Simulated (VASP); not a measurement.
Input of a VASP 6.6.1 run:

INCAR

```
PREC     = Accurate       # precision mode
ENCUT    = 520            # plane-wave cutoff, eV
EDIFF    = 1E-7           # SCF threshold, eV
ISMEAR   = 0              # smearing method
SIGMA    = 0.1            # smearing width, eV
LREAL    = False          # projectors in reciprocal space
LASPH    = True           # aspherical terms in the spheres
NELM     = 100            # most SCF steps
ALGO     = Normal         # electronic algorithm
ISIF     = 2              # what is computed and relaxed
LWAVE    = False          # write WAVECAR
LCHARG   = False          # write CHGCAR
GGA      = PE             # functional
NBANDS   = 39             # bands
```

File KPOINTS:

```
Automatic mesh
0
Gamma
  3 3 4
```

Contents of POSCAR:

```
ScIn3As2
1.0
    5.7081482661     -0.0000000027      0.0000000000
   -2.8540741307      4.9434014084      0.0000000000
    0.0000000000      0.0000000000      5.2320775407
Sc In As
1 3 2
Direct
    0.0000000000      0.0000000000      0.8628541015
    0.5000000000      0.5000000000      0.4681690252
    0.5000000000      0.0000000000      0.4681690252
    0.0000000000      0.5000000000      0.4681690252
    0.6666666667      0.3333333333      0.9631378864
    0.3333333333      0.6666666667      0.9631378864
```

Potentials or basis: VASP PAW PBE potentials, release 64 (Sc_sv, In_d, As).

Command:

```console
$ cat potpaw_PBE.64/Sc_sv/POTCAR potpaw_PBE.64/In_d/POTCAR potpaw_PBE.64/As/POTCAR > POTCAR
$ mpirun -np 1 vasp_std > vasp.out
```

Question: Estimate the largest force.

Answer: 0.007 eV/Å.

Question: Predict the band gap on the k mesh.

Answer: Zero (band 30 reaches 7.15 eV, above the bottom of band 31 at 5.54 eV).

Stress tensor (GPa, compression positive):
```
 0.12  0.00  0.00
 0.00  0.12  0.00
 0.00  0.00 -0.03
```

Caveat: the k points lie up to 0.42 Å⁻¹ apart; spin-orbit coupling is left out, which moves the levels of the heavy elements.
